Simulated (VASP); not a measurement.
In, 2 atoms in the cell. The structure is cubic, space group Fd-3m (No. 227). Conventional cell: a = 7.264 Å, b = 7.264 Å, c = 7.264 Å, α = 90.00°, β = 90.00°, γ = 90.00°. Within 4.1 Å of In (site symmetry -43m) lie 4 In at 3.15 Å. This isn't the form of In at room conditions, which is tetragonal.

* Program: VASP 6.6.1
* Task: single point
* Functional: BLYP
* Potentials or basis: VASP PAW PBE potentials, release 64 (In_d)
* Cutoff: 520 eV
* k mesh: 9 × 9 × 9
* Occupations: fermi-dirac, width 0.1 eV
* Spin: no spin polarisation
* Dipole correction: no
* Further INCAR settings: ALGO = Normal; EDIFF = 1e-07; NBANDS = 20

Potentials or basis: VASP PAW PBE potentials, release 64 (In_d).

Command:

```sh
$ cat potpaw_PBE.64/In_d/POTCAR > POTCAR
$ mpirun -np 1 vasp_std > vasp.out
```

Hardware: 1 thread of Intel Xeon 8259CL, with other jobs on the host.

**Question.** Estimate the wall time of this run.

**Answer.** Wall time 2.3 min on 1 thread of Intel Xeon 8259CL (shared host), peak memory 0.26 GiB. Counts: scf iterations 14, k points 35.
